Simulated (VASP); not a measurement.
# Mo in VASP: relaxation of the atoms with PBE

Aim: the relaxation of the atoms of Mo with PBE.

All numbers are computed with VASP 6.6.1; they aren't measurements. Logs are shortened: lines on timing, memory, paths and dates and some standing lists are left out, and cuts for length are marked.

## 1. The cell of the first run

The cell holds a slab with vacuum, 6 atoms: a = 4.470 Å, b = 4.470 Å, c = 18.562 Å, α = 90.00°, β = 90.00°, γ = 120.00°.

## 2. Relaxation of the atoms, PBE

INCAR reads:

```
ALGO     = Fast           # electronic algorithm
DIPOL    = 0.5 0.5 0.500
EDIFF    = 1E-7           # SCF threshold, eV
EDIFFG   = -0.03          # ionic threshold
ENCUT    = 520            # plane-wave cutoff, eV
GGA      = PE             # functional
IBRION   = 2              # ionic algorithm
IDIPOL   = 3            
ISIF     = 2              # what is computed and relaxed
ISMEAR   = 0              # smearing method
LASPH    = True           # aspherical terms in the spheres
LCHARG   = False          # write CHGCAR
LDIPOL   = True         
LREAL    = False          # projectors in reciprocal space
LWAVE    = False          # write WAVECAR
NELM     = 80             # most SCF steps
NSW      = 70             # ionic steps
PREC     = Accurate       # precision mode
SIGMA    = 0.1            # smearing width, eV
```

KPOINTS reads:

```
k-points
0
Gamma
  9 9 1
```

POSCAR reads:

```
Mo
1.0
    4.4695355114      0.0000000000      0.0000000000
   -2.2347677557      3.8707312960      0.0000000000
    0.0000000000      0.0000000000     18.5617005793
Mo
6
Selective dynamics
Direct
    0.6666666667      0.3333333333      0.3771206183  F F F
    0.3333333333      0.6666666667      0.4262723710  F F F
    0.0000000000      0.0000000000      0.4754241237  F F F
    0.6666666667      0.3333333333      0.5245758763  T T T
    0.3333333333      0.6666666667      0.5737276290  T T T
    0.0000000000      0.0000000000      0.6228793817  T T T
```

Potentials or basis: VASP PAW PBE potentials, release 64 (Mo_sv).

Started as:

```console
cat potpaw_PBE.64/Mo_sv/POTCAR > POTCAR
mpirun -np 1 vasp_std > vasp.out
```

OUTCAR:

```text
EDIFF = 1E-7
   EDIFFG = -0.03
   ENCUT = 520
   GGA = PE
   IBRION = 2
   ISIF = 2
   ISMEAR = 0
   LASPH = True
   LREAL = False
   NELM = 80
   NSW = 70
   PREC = Accurate

 ion  position               nearest neighbor table
   1  0.667  0.333  0.377-   2 2.74   2 2.74   4 2.74   2 2.74   3 3.16   3 3.16   3 3.16
   2  0.333  0.667  0.426-   3 2.74   1 2.74   1 2.74   5 2.74   3 2.74   3 2.74   1 2.74   4 3.16
                             4 3.16   4 3.16
   3  0.000  0.000  0.475-   4 2.74   4 2.74   4 2.74   2 2.74   6 2.74   2 2.74   2 2.74   5 3.16
                             5 3.16   5 3.16   1 3.16   1 3.16   1 3.16
   4  0.667  0.333  0.525-   3 2.74   3 2.74   3 2.74   5 2.74   5 2.74   1 2.74   5 2.74   2 3.16
                             2 3.16   2 3.16   6 3.16   6 3.16   6 3.16
   5  0.333  0.667  0.574-   4 2.74   6 2.74   4 2.74   2 2.74   6 2.74   6 2.74   4 2.74   3 3.16
                             3 3.16   3 3.16
   6  0.000  0.000  0.623-   5 2.74   3 2.74   5 2.74   5 2.74   4 3.16   4 3.16   4 3.16

  LATTYP: Found a hexagonal cell.
 ALAT       =     4.4695355114
 C/A-ratio  =     4.1529372643

  Lattice vectors:

 A1 = (   4.4695355114,   0.0000000000,   0.0000000000)
 A2 = (  -2.2347677557,   3.8707312960,   0.0000000000)
 A3 = (   0.0000000000,   0.0000000000,  18.5617005793)

Analysis of symmetry for initial positions (statically):
=====================================================================
 Subroutine PRICEL returns:
 Original cell was already a primitive cell.

 Routine SETGRP: Setting up the symmetry group for a
 hexagonal supercell.

 Subroutine GETGRP returns: Found 12 space group operations
 (whereof  6 operations were pure point group operations)
 out of a pool of 24 trial point group operations.

The static configuration has the point symmetry C_3v.
 The point group associated with its full space group is D_3d.

Analysis of symmetry for dynamics (positions and initial velocities):
=====================================================================
 Subroutine PRICEL returns:
 Original cell was already a primitive cell.

 Routine SETGRP: Setting up the symmetry group for a
 hexagonal supercell.

 Subroutine GETGRP returns: Found 12 space group operations
 (whereof  6 operations were pure point group operations)
 out of a pool of 24 trial point group operations.

The dynamic configuration has the point symmetry C_3v.
 The point group associated with its full space group is D_3d.

Analysis of constrained symmetry for selective dynamics:
=====================================================================
 Subroutine PRICEL returns:
 Original cell was already a primitive cell.

 Routine SETGRP: Setting up the symmetry group for a
 hexagonal supercell.

 Subroutine GETGRP returns: Found  6 space group operations
 (whereof  6 operations were pure point group operations)
 out of a pool of 24 trial point group operations.

The constrained configuration has the point symmetry C_3v.

 Subroutine INISYM returns: Found  6 space group operations
 (whereof  6 operations are pure point group operations),
 and found     1 'primitive' translations

----------------------------------------------------------------------------------------

                                     Primitive cell

  volume of cell :     321.1243

  direct lattice vectors                    reciprocal lattice vectors
     4.469535511  0.000000000  0.000000000     0.223736896  0.129174557  0.000000000
    -2.234767756  3.870731296  0.000000000     0.000000000  0.258349114  0.000000000
     0.000000000  0.000000000 18.561700579     0.000000000  0.000000000  0.053874374

  length of vectors
     4.469535511  4.469535511 18.561700579     0.258349114  0.258349114  0.053874374

  position of ions in fractional coordinates (direct lattice)
     0.666666667  0.333333333  0.377120618
     0.333333333  0.666666667  0.426272371
     0.000000000  0.000000000  0.475424124
     0.666666667  0.333333333  0.524575876
[... 59 lines left out ...]
   NGXF,Y,Z  is equivalent  to a cutoff of  26.78, 26.78, 25.08 a.u.
 SYSTEM =  unknown system
   PREC   = accura    normal or accurate (medium, high low for compatibility)
   ISTART =      0    job   : 0-new  1-cont  2-samecut
   ICHARG =      2    charge: 1-file 2-atom 10-const
   ISPIN  =      1    spin polarized calculation?
   LNONCOLLINEAR =      F non collinear calculations
   LSORBIT =      F    spin-orbit coupling
   LASPH  =      T    aspherical Exc in radial PAW
   ENCUT  =  520.0 eV  38.22 Ry    6.18 a.u.   8.31  8.31 34.51*2*pi/ulx,y,z
   NELM   =     80;   NELMIN=  2; NELMDL= -5     # of ELM steps
   EDIFF  = 0.1E-06   stopping-criterion for ELM
   LREAL  =      F    real-space projection
   EDIFFG = -.3E-01   stopping-criterion for IOM
   NSW    =     70    number of steps for IOM
   IBRION =      2    ionic relax: 0-MD 1-quasi-New 2-CG
   NFREE  =      1    steps in history (QN), initial steepest desc. (CG)
   ISIF   =      2    stress and relaxation
   ISYM   =      2    0-nonsym 1-usesym 2-fastsym
   POTIM  = 0.5000    time-step for ionic-motion
   TEBEG  =    0.0;   TEEND  =   0.0 temperature during run
   PSTRESS=    0.0 pullay stress
   NELECT =      84.0000    total number of electrons
   NUPDOWN=      -1.0000    fix difference up-down
   EMIN   =  10.00;   EMAX   =-10.00  energy-range for DOS
   EFERMI =   0.00;   METHOD = LEGACY
   ISMEAR =     0;   SIGMA  =   0.10  broadening in eV -4-tet -1-fermi 0-gaus
   EFERMI_NEDOS =   21; number of points for ismear=-14 and -15
   IALGO  =     68    algorithm
   IMIX   =      4    mixing-type and parameters
     AMIX     =   0.40;   BMIX     =  1.00
     AMIX_MAG =   1.60;   BMIX_MAG =  1.00
  volume/ion in A,a.u.               =      53.52       361.18
  Fermi-wavevector in a.u.,A,eV,Ry     =   1.046992  1.978529 14.914613  1.096193
  Thomas-Fermi vector in A             =   2.181854
   LORBIT       =      0    0 simple, 1 ext, 2 COOP (PROOUT), +10 PAW based schemes
   GGA     = PE    functional components
   LHFCALC =     F    Hartree Fock is set to
   AEXX    =    0.0000 exact exchange contribution
   IVDW    =     0    specifies the selected vdW correction
   LEPSILON=     F    determine dielectric tensor
   LRPA    =     F    only Hartree local field effects (RPA)
 conjugate gradient relaxation of ions
 non-spin polarized calculation
 RMM-DIIS sequential band-by-band and
 Gauss-broadening in eV      SIGMA  =   0.10
  energy-cutoff  :      520.00
  volume of cell :      321.12
 maximum number of plane-waves:      8688
 NGX is ok and might be reduce to    36
   NGX = 17   NGY = 17   NGZ = 69

--------------------------------------- Ionic step        1  -------------------------------------------

 number of electron      84.0000007 magnetization

 Free energy of the ion-electron system (eV)
  ---------------------------------------------------
  ext. energy  EPLUGINS =         0.00000000
  ---------------------------------------------------
  free energy    TOTEN  =       -58.34945360 eV

  energy without entropy =      -58.30007534  energy(sigma->0) =      -58.32476447

------------------------ aborting loop because EDIFF is reached ----------------------------------------

  FORCE on cell =-STRESS in cart. coord.  units (eV):
  Direction    XX          YY          ZZ          XY          YZ          ZX
  --------------------------------------------------------------------------------------
  -------------------------------------------------------------------------------------
  Total      -12.3226305    -12.3226305     -9.9896534      0.0000000      0.0000000      0.0000000
  in kB      -61.4809868    -61.4809868    -49.8411233      0.0000000      0.0000000      0.0000000
  external PRESSURE =     -57.6010323 kB  Pullay stress =       0.0000000 kB
[... 61 lines left out ...]
  FREE ENERGIE OF THE ION-ELECTRON SYSTEM (eV)
  ---------------------------------------------------
  free  energy   TOTEN  =       -58.5109005620 eV

  energy  without entropy=      -58.4619613001  energy(sigma->0) =      -58.48643093

 dipolmoment           0.000000      0.000000     -0.001065 electrons x Angstroem

--------------------------------------- Ionic step        3  -------------------------------------------

 number of electron      84.0000009 magnetization

------------------------ aborting loop because EDIFF is reached ----------------------------------------
[... 29 lines left out ...]
  FREE ENERGIE OF THE ION-ELECTRON SYSTEM (eV)
  ---------------------------------------------------
  free  energy   TOTEN  =       -58.6575360243 eV

  energy  without entropy=      -58.6103257841  energy(sigma->0) =      -58.63393090

 vacuum level on the upper side and lower side of the slab       (xc-potential included)        -0.037        -0.309

[... ionic steps 4 to 8 ...]

--------------------------------------- Ionic step        9  -------------------------------------------

 number of electron      84.0000010 magnetization

------------------------ aborting loop because EDIFF is reached ----------------------------------------
[... 75 lines left out ...]
--------------------------------------- Ionic step       11  -------------------------------------------

 number of electron      84.0000010 magnetization

 dipolmoment           0.000000      0.000000      0.018365 electrons x Angstroem

 Free energy of the ion-electron system (eV)
  ---------------------------------------------------
  ext. energy  EPLUGINS =         0.00000000
  ---------------------------------------------------
  free energy    TOTEN  =       -58.72239138 eV

  energy without entropy =      -58.67598079  energy(sigma->0) =      -58.69918608

 E-fermi :   1.0505     XC(G=0):  -5.1341

 val. band max:        1.0108989413   @ k =   0.2222   0.2222   0.0000
 cond. band min:       1.0564102787   @ k =   0.1111   0.0000   0.0000
 fundamental gap:      0.0455113374
 Fermi energy:         1.0505216206

 k-point     1 :       0.0000    0.0000    0.0000
  band No.  band energies     occupation
      1     -60.1050      2.00000
      2     -59.8776      2.00000
      3     -59.8279      2.00000
      4     -59.7908      2.00000
      5     -59.6496      2.00000
      6     -59.5828      2.00000
[... 625 lines left out ...]
     49       2.3310      0.00000
     50       2.4060      0.00000

------------------------ aborting loop because EDIFF is reached ----------------------------------------

 vacuum level on the upper side and lower side of the slab       (xc-potential included)         0.079        -0.218

  FORCE on cell =-STRESS in cart. coord.  units (eV):
  Direction    XX          YY          ZZ          XY          YZ          ZX
  --------------------------------------------------------------------------------------
  -------------------------------------------------------------------------------------
  Total       -5.6207719     -5.6207720     -2.6835798      0.0000000      0.0000000      0.0000000
  in kB      -28.0435745    -28.0435745    -13.3891163      0.0000000      0.0000000      0.0000000
  external PRESSURE =     -23.1587551 kB  Pullay stress =       0.0000000 kB
[... 21 lines left out ...]
  FREE ENERGIE OF THE ION-ELECTRON SYSTEM (eV)
  ---------------------------------------------------
  free  energy   TOTEN  =       -58.7223913787 eV

  energy  without entropy=      -58.6759807887  energy(sigma->0) =      -58.69918608

 reached required accuracy - stopping structural energy minimisation

 vacuum level on the upper side and lower side of the slab         4.879         4.599
```

Wall time 81 min (1 thread of Oxide Virtual Turin-like, shared host); peak memory 0.5 GiB.

What came out:

| Property | Result |
| --- | --- |
| Free energy | -58.7224 eV |
| Energy gained by relaxing | 62.2 meV/atom |
| Ionic steps | 11 |
| Band gap on the k mesh | zero (bands 42 and 43 overlap by 0.10 eV) |

Step by step:
| step | energy change (eV) | largest force on free atoms (eV/Å) | pressure (GPa) |
| --- | --- | --- | --- |
| 1 | 0.0000 | 1.9025 | -5.76 |
| 2 | -0.1614 | 1.3117 | -5.04 |
| 3 | -0.3081 | 1.0132 | -3.02 |
| 4 | -0.3099 | 0.9828 | -3.31 |
| 5 | -0.3585 | 0.2977 | -2.73 |
| 6 | -0.3634 | 0.2813 | -2.47 |
| 7 | -0.3686 | 0.1919 | -2.47 |
| 8 | -0.3720 | 0.1426 | -2.46 |
| 9 | -0.3727 | 0.0693 | -2.33 |
| 10 | -0.3728 | 0.0423 | -2.36 |
| 11 | -0.3729 | 0.0082 | -2.32 |

Final structure:
```
Mo
1.0
     4.46954    0.00000    0.00000
    -2.23477    3.87073    0.00000
     0.00000    0.00000   18.56170
Mo
6
Direct
  0.66667 0.33333 0.37712
  0.33333 0.66667 0.42627
  0.00000 0.00000 0.47542
  0.66667 0.33333 0.52020
  0.33333 0.66667 0.56426
  0.00000 0.00000 0.60700
```

Levels at points of the mesh, in eV from the Fermi level:
```csv
k point,band 40,band 41,band 42,band 43,band 44,band 45
"(0.00, 0.00, 0.00)",-1.21,-1.21,-0.98,-0.07,1.15,1.15
```

The gap in the log of VASP goes by the Fermi energy; the results here count the filled bands.